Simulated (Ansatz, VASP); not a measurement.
**Two plane-wave programs on MgSI**

Contents of INCAR:

```
PREC = Accurate ; ENCUT = 600
EDIFF = 1E-7 ; ISMEAR = 0
SIGMA = 0.1 ; LREAL = F
LASPH = T ; NELM = 100
ALGO = Normal ; ISIF = 3
LWAVE = F ; LCHARG = F
GGA = PE ; IBRION = 2
NSW = 100 ; EDIFFG = -0.01
```

The input KPOINTS:

```
regular mesh
0
Gamma
  14 14 6
```

Contents of POSCAR:

```
MgSI
1.0
    3.4499364936      0.0000000000      0.0000000000
    0.0000000000      3.4499364936      0.0000000000
    0.0000000000      0.0000000000      9.8044919499
Mg S I
1 1 1
Direct
    0.5000000000      0.5000000000      0.0000000000
    0.0000000000      0.0000000000      0.0000000000
    0.0000000000      0.0000000000      0.5000000000
```

Input for Ansatz:

```yaml
crystal:
  lattice:
    - [3.4499364936, 0.0, 0.0]
    - [0.0, 3.4499364936, 0.0]
    - [0.0, 0.0, 9.8044919499]
  atoms:
    - { symbol: Mg, position: [0.5, 0.5, 0.0] }
    - { symbol: S, position: [0.0, 0.0, 0.0] }
    - { symbol: I, position: [0.0, 0.0, 0.5] }
basis:
  ecutwfc: 420
kpoints:
  mp_grid: { grid: [14, 14, 6] }
hamiltonian:
  xc: pbe
scf:
  occupations: { method: gaussian, width: 0.1 }
output:
  forces: true
  stress: true
  eigenvalues: true
relax:
  adjacent_minimum: "off"
  f_tol: 0.01
  max_steps: 80
  cell: { stress_tol: 0.05 }
```

Alike in both runs: task relaxation of cell and atoms; functional PBE; k mesh 14 × 14 × 6; occupations gaussian, width 0.1 eV; no spin polarisation.

|  | VASP | Ansatz |
| --- | --- | --- |
| version | VASP 6.6.1 | Ansatz 0.2.0 |
| potentials or method | VASP PAW PBE potentials, release 64 (Mg, S, I), cutoff 600 eV | scalar-relativistic, plane waves, PAW |
| valence electrons in the cell | 15 | 33 |

```tsv
	VASP	Ansatz	Ansatz less VASP
gap on the k mesh at the Fermi level, each at its own relaxed structure (eV)	none	none	-
relaxed volume (Å³/atom)	38.84	38.90	+0.055
relaxed cell length with the largest relative difference (Å)	3.447	3.450	+0.0032
```

A gap of «none» marks a metal or a gap that the smearing closes. VASP's potentials hold 15 valence electrons a cell and Ansatz's 33, so a difference there can come from the potentials and not from the codes.

Neither program's run includes spin-orbit coupling.
